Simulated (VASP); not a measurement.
Write the native input for VASP 6.6.1 that does the following.

| Property | Result |
| --- | --- |
| Task | single point |
| Functional | LDA |
| Potentials or basis | VASP PAW LDA potentials, release 64 (Pd) |
| Cutoff | 520 eV |
| k mesh | 9 × 9 × 9 |
| Occupations | gaussian, width 0.01 eV |
| Spin | non-collinear spin, typed start |
| Starting moments | [[0.289, 0.289, 0.289]] μB |
| Dipole correction | no |
| Further INCAR settings | ALGO = Normal; EDIFF = 1e-06; NBANDS = 21 |

The structure of Pd lies in POSCAR:

```
Pd
1.0
    0.0000000000      1.9465000000      1.9465000000
    1.9465000000      0.0000000000      1.9465000000
    1.9465000000      1.9465000000      0.0000000000
Pd
1
Direct
    0.0000000000      0.0000000000      0.0000000000
```

The input as run:

INCAR

```
SYSTEM = Pd
PREC     = Accurate       ! precision mode
ENCUT    = 520            ! plane-wave cutoff, eV
EDIFF    = 1E-6           ! SCF threshold, eV
ISMEAR   = 0              ! smearing method
SIGMA    = 0.01           ! smearing width, eV
LREAL    = .FALSE.        ! projectors in reciprocal space
LASPH    = .TRUE.         ! aspherical terms in the spheres
NELM     = 150            ! most SCF steps
ALGO     = Normal         ! electronic algorithm
ISIF     = 2              ! what is computed and relaxed
LWAVE    = .FALSE.        ! write WAVECAR
LCHARG   = .TRUE.         ! write CHGCAR
LNONCOLLINEAR= .TRUE.         ! non-collinear magnetism
MAGMOM   = 0.289 0.289 0.289 ! initial moments
LORBIT   = 11             ! projections on sites
LMAXMIX  = 4              ! l up to which the mixer works
GGA      = CA             ! functional
LVHAR    = .TRUE.       
NBANDS   = 21             ! bands
```

KPOINTS

```
Automatic mesh
0
G
  9 9 9
  0 0 0
```

Potentials or basis: VASP PAW LDA potentials, release 64 (Pd).

Command:

```sh
$ cat potpaw_LDA.64/Pd/POTCAR > POTCAR
$ mpirun -np 1 vasp_ncl > vasp.out
```

It gave:

| Property | Result |
| --- | --- |
| Pressure | -8.7 GPa |
| Band gap on the k mesh | zero (band 10 reaches 9.77 eV, above the bottom of band 11 at 8.30 eV) |
| Net moment | 0.02 μB per cell |
| Valence electrons inside the program's atomic spheres | Pd 9.43 |

It took 110 s on 1 thread of Intel(R) Xeon(R) Platinum 8375C CPU @ 2.90GHz (Ice Lake) (shared host), peak memory 0.18 GiB.
